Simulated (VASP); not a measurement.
# Cu (I4/mmm) in VASP: a series of runs

Runs on Cu. Level: LDA. Tasks: single point.

Everything below comes from runs of VASP 6.6.1. Logs are shortened: lines on timing, memory, paths and dates and some standing lists are left out, and cuts for length are marked.

**1. The cell of the first run**

Symmetry: I4/mmm, No. 139, tetragonal system. Conventional cell: a = 2.855 Å, b = 2.855 Å, c = 2.716 Å, α = 90.00°, β = 90.00°, γ = 90.00°. Cu (site symmetry 4/mmm) has 14 Cu at 2.43 to 2.85 Å within 3.2 Å.

**2. Single point, LDA**

INCAR

```
  PREC = Accurate
  ENCUT = 520
  EDIFF = 1E-6
  ISMEAR = 0
  SIGMA = 0.15
  LREAL = F
  LASPH = T
  NELM = 60
  ALGO = Normal
  ISIF = 2
  LWAVE = F
  LCHARG = F
  GGA = CA
  NBANDS = 12
```

KPOINTS

```
regular mesh
0
Gamma
  22 22 22
```

POSCAR

```
Cu
1.0
   -1.4273957576      1.4273957576      1.3578500000
    1.4273957576     -1.4273957576      1.3578500000
    1.4273957576      1.4273957576     -1.3578500000
Cu
1
Direct
    0.0000000000      0.0000000000      0.0000000000
```

Potentials or basis: VASP PAW LDA potentials, release 64 (Cu).

Started as:

```bash
$ cat potpaw_LDA.64/Cu/POTCAR > POTCAR
$ mpirun -np 1 vasp_std > vasp.out
```

OUTCAR:

```text
PREC = Accurate
   ENCUT = 520
   EDIFF = 1E-6
   ISMEAR = 0
   LREAL = F
   LASPH = T
   NELM = 60
   ISIF = 2
   GGA = CA

 ion  position               nearest neighbor table
   1  0.000  0.000  0.000-

  LATTYP: Found a body centered tetragonal cell.
 ALAT       =     2.8547915152
 C/A-ratio  =     0.9512778728

  Lattice vectors:

 A1 = (  -1.4273957576,   1.4273957576,   1.3578500000)
 A2 = (   1.4273957576,  -1.4273957576,   1.3578500000)
 A3 = (   1.4273957576,   1.4273957576,  -1.3578500000)

Analysis of symmetry for initial positions (statically):
=====================================================================
 Subroutine PRICEL returns:
 Original cell was already a primitive cell.

 Routine SETGRP: Setting up the symmetry group for a
 body centered tetragonal supercell.

 Subroutine GETGRP returns: Found 16 space group operations
 (whereof 16 operations were pure point group operations)
 out of a pool of 16 trial point group operations.

The static configuration has the point symmetry D_4h.

Analysis of symmetry for dynamics (positions and initial velocities):
=====================================================================
 Subroutine PRICEL returns:
 Original cell was already a primitive cell.

 Routine SETGRP: Setting up the symmetry group for a
 body centered tetragonal supercell.

 Subroutine GETGRP returns: Found 16 space group operations
 (whereof 16 operations were pure point group operations)
 out of a pool of 16 trial point group operations.

The dynamic configuration has the point symmetry D_4h.

 Subroutine INISYM returns: Found 16 space group operations
 (whereof 16 operations are pure point group operations),
 and found     1 'primitive' translations

----------------------------------------------------------------------------------------

                                     Primitive cell

  volume of cell :      11.0663

  direct lattice vectors                    reciprocal lattice vectors
    -1.427395758  1.427395758  1.357850000     0.000000000  0.350288277  0.368229186
     1.427395758 -1.427395758  1.357850000     0.350288277  0.000000000  0.368229186
     1.427395758  1.427395758 -1.357850000     0.350288277  0.350288277  0.000000000

  length of vectors
     2.432832489  2.432832489  2.432832489     0.508226928  0.508226928  0.495382432

  position of ions in fractional coordinates (direct lattice)
     0.000000000  0.000000000  0.000000000

  ion indices of the primitive-cell ions
   primitive index   ion index
                 1           1

----------------------------------------------------------------------------------------

 KPOINTS: regular mesh

Automatic generation of k-mesh.
 Grid dimensions read from file:
 generate k-points for:   22   22   22

 Generating k-lattice:

  Cartesian coordinates                     Fractional coordinates (reciprocal lattice)
     0.000000000  0.015922194  0.016737690     0.045454545  0.000000000  0.000000000
     0.015922194  0.000000000  0.016737690     0.000000000  0.045454545  0.000000000
     0.015922194  0.015922194  0.000000000     0.000000000  0.000000000  0.045454545

  Length of vectors
     0.023101224  0.023101224  0.022517383

  Shift w.r.t. Gamma in fractional coordinates (k-lattice)
     0.000000000  0.000000000  0.000000000

 Subroutine IBZKPT returns following result:
 ===========================================

 Found    834 irreducible k-points:

 Following reciprocal coordinates:
            Coordinates               Weight
  0.000000  0.000000  0.000000      1.000000
  0.045455  0.000000 -0.000000      8.000000
  0.090909  0.000000 -0.000000      8.000000
  0.136364  0.000000 -0.000000      8.000000
  0.181818  0.000000  0.000000      8.000000
  0.227273 -0.000000  0.000000      8.000000
[... 16 lines left out ...]
  0.500000  0.045455 -0.000000     16.000000
 -0.454545  0.045455 -0.000000     16.000000
 [... further k-points ...]
   k-points           NKPTS =    834   k-points in BZ     NKDIM =    834   number of bands    NBANDS=     12
   number of dos      NEDOS =    301   number of ions     NIONS =      1
   total plane-waves  NPLWV =   5832
   dimension x,y,z NGX =    18 NGY =   18 NGZ =   18
   dimension x,y,z NGXF=    36 NGYF=   36 NGZF=   36
   ions per type =               1
   NGX,Y,Z   is equivalent  to a cutoff of  12.30, 12.30, 12.30 a.u.
   NGXF,Y,Z  is equivalent  to a cutoff of  24.60, 24.60, 24.60 a.u.
 SYSTEM =  unknown system
   PREC   = accura    normal or accurate (medium, high low for compatibility)
   ISTART =      0    job   : 0-new  1-cont  2-samecut
   ICHARG =      2    charge: 1-file 2-atom 10-const
   ISPIN  =      1    spin polarized calculation?
   LNONCOLLINEAR =      F non collinear calculations
   LSORBIT =      F    spin-orbit coupling
   LASPH  =      T    aspherical Exc in radial PAW
   ENCUT  =  520.0 eV  38.22 Ry    6.18 a.u.   4.52  4.52  4.52*2*pi/ulx,y,z
   NELM   =     60;   NELMIN=  2; NELMDL= -5     # of ELM steps
   EDIFF  = 0.1E-05   stopping-criterion for ELM
   LREAL  =      F    real-space projection
   EDIFFG = 0.1E-04   stopping-criterion for IOM
   NSW    =      0    number of steps for IOM
   IBRION =     -1    ionic relax: 0-MD 1-quasi-New 2-CG
   NFREE  =      0    steps in history (QN), initial steepest desc. (CG)
   ISIF   =      2    stress and relaxation
   ISYM   =      2    0-nonsym 1-usesym 2-fastsym
   POTIM  = 0.5000    time-step for ionic-motion
   TEBEG  =    0.0;   TEEND  =   0.0 temperature during run
   PSTRESS=    0.0 pullay stress
   NELECT =      11.0000    total number of electrons
   NUPDOWN=      -1.0000    fix difference up-down
   EMIN   =  10.00;   EMAX   =-10.00  energy-range for DOS
   EFERMI =   0.00;   METHOD = LEGACY
   ISMEAR =     0;   SIGMA  =   0.15  broadening in eV -4-tet -1-fermi 0-gaus
   EFERMI_NEDOS =   21; number of points for ismear=-14 and -15
   IALGO  =     38    algorithm
   IMIX   =      4    mixing-type and parameters
     AMIX     =   0.40;   BMIX     =  1.00
     AMIX_MAG =   1.60;   BMIX_MAG =  1.00
  volume/ion in A,a.u.               =      11.07        74.68
  Fermi-wavevector in a.u.,A,eV,Ry     =   1.633825  3.087482 36.319175  2.669384
  Thomas-Fermi vector in A             =   2.725566
   LORBIT       =      0    0 simple, 1 ext, 2 COOP (PROOUT), +10 PAW based schemes
   GGA     = CA    functional components
   LHFCALC =     F    Hartree Fock is set to
   AEXX    =    0.0000 exact exchange contribution
   IVDW    =     0    specifies the selected vdW correction
   LEPSILON=     F    determine dielectric tensor
   LRPA    =     F    only Hartree local field effects (RPA)
 non-spin polarized calculation
 Gauss-broadening in eV      SIGMA  =   0.15
  energy-cutoff  :      520.00
  volume of cell :       11.07
 maximum number of plane-waves:       313
   NGX =  9   NGY =  9   NGZ =  9

 number of electron      11.0000007 magnetization

 Free energy of the ion-electron system (eV)
  ---------------------------------------------------
  ext. energy  EPLUGINS =         0.00000000
  ---------------------------------------------------
  free energy    TOTEN  =        -4.66878736 eV

  energy without entropy =       -4.66451183  energy(sigma->0) =       -4.66664960

 E-fermi :   8.1919     XC(G=0): -13.4887

 val. band max:        8.1833654905   @ k =   0.5000   0.5000   0.0909
 cond. band min:       8.1936409254   @ k =   0.5000   0.2273   0.1364
 fundamental gap:      0.0102754349
 Fermi energy:         8.1919028197

 k-point     1 :       0.0000    0.0000    0.0000
  band No.  band energies     occupation
      1      -1.6658      2.00000
      2       4.6766      2.00000
      3       4.8973      2.00000
      4       4.8973      2.00000
      5       5.8204      2.00000
      6       6.0558      2.00000
      7      33.4234      0.00000
      8      33.4234      0.00000
      9      34.7690      0.00000
     10      37.7086      0.00000
     11      37.7086      0.00000
     12      37.7126      0.00000

 k-point     2 :       0.0455    0.0000   -0.0000
  band No.  band energies     occupation
      1      -1.5807      2.00000
      2       4.6844      2.00000
      3       4.8951      2.00000
      4       4.9060      2.00000
      5       5.8207      2.00000
      6       6.0422      2.00000
      7      32.9482      0.00000
      8      33.2035      0.00000
      9      34.1035      0.00000
     10      36.4514      0.00000
     11      36.7015      0.00000
     12      37.1730      0.00000

 k-point     3 :       0.0909    0.0000   -0.0000
  band No.  band energies     occupation
      1      -1.3273      2.00000
      2       4.6764      2.00000
      3       4.8859      2.00000
      4       4.9631      2.00000
      5       5.8214      2.00000
      6       6.0086      2.00000
      7      31.3008      0.00000
      8      32.6707      0.00000
      9      32.8250      0.00000
     10      34.9086      0.00000
     11      35.8077      0.00000
     12      36.7990      0.00000
[... 286 lines left out ...]
 k-point    23 :       0.5000    0.0455   -0.0000
  band No.  band energies     occupation
      1       2.7730      2.00000
      2       3.9574      2.00000
      3       5.9107      2.00000
      4       6.0719      2.00000
      5       6.5661      2.00000
      6       7.7852      1.99987
      7      13.2686      0.00000
      8      25.0120      0.00000
      9      25.8989      0.00000
     10      30.5627      0.00000
     11      33.7469      0.00000
     12      42.8255      0.00000

 k-point    24 :      -0.4545    0.0455   -0.0000
  band No.  band energies     occupation
      1       2.7128      2.00000
      2       3.9902      2.00000
      3       5.9227      2.00000
      4       5.9613      2.00000
      5       6.3917      2.00000
      6       7.1871      2.00000
      7      14.4158      0.00000
      8      25.1696      0.00000
      9      26.1610      0.00000
     10      30.6592      0.00000
     11      33.8122      0.00000
     12      43.1065      0.00000

 [... further k-points ...]
[... 5 lines left out ...]
  --------------------------------------------------------------------------------------
  -------------------------------------------------------------------------------------
  Total       -0.0884066     -0.0884066     -0.1092416      0.0000000      0.0000000      0.0000000
  in kB      -12.7995514    -12.7995514    -15.8160473      0.0000000      0.0000000      0.0000000
  external PRESSURE =     -13.8050501 kB  Pullay stress =       0.0000000 kB

 VOLUME and BASIS-vectors are now :
 -----------------------------------------------------------------------------
  energy-cutoff  :      520.00
  volume of cell :       11.07
      direct lattice vectors                 reciprocal lattice vectors
    -1.427395758  1.427395758  1.357850000     0.000000000  0.350288277  0.368229186
     1.427395758 -1.427395758  1.357850000     0.350288277  0.000000000  0.368229186
     1.427395758  1.427395758 -1.357850000     0.350288277  0.350288277  0.000000000

 POSITION                                       TOTAL-FORCE (eV/Angst)
 -----------------------------------------------------------------------------------
      0.00000      0.00000      0.00000         0.000000      0.000000     -0.000000
 -----------------------------------------------------------------------------------
    total drift:                                0.000000      0.000000      0.000000

  FREE ENERGIE OF THE ION-ELECTRON SYSTEM (eV)
  ---------------------------------------------------
  free  energy   TOTEN  =        -4.6687873628 eV

  energy  without entropy=       -4.6645118349  energy(sigma->0) =       -4.66664960
```

It took 42 s on 1 thread of Intel Xeon 6975P-C (Granite Rapids), shared host; peak memory 0.2 GiB.

What came out:

```yaml
Free_energy: -4.6688 eV
Pressure: -1.4 GPa
```

Stress tensor (GPa, compression positive):
```
-1.28  0.00  0.00
 0.00 -1.28  0.00
 0.00  0.00 -1.58
```

Levels at points of the mesh, in eV from the Fermi level:
```tsv
k point	band 3	band 4	band 5	band 6	band 7	band 8	band 9	band 10
(0.00, 0.00, 0.00)	-3.29	-3.29	-2.37	-2.14	25.23	25.23	26.58	29.52
(0.50, 0.00, 0.00)	-2.27	-2.03	-1.43	-0.61	4.88	17.62	17.74	21.81
(0.50, 0.50, 0.00)	-2.45	-2.18	-1.46	-1.00	4.31	18.96	19.27	23.05
(0.50, 0.50, 0.50)	-1.64	-1.64	-1.59	7.78	7.78	9.77	13.70	14.37
```

(Part 1 of 2 ends here.)
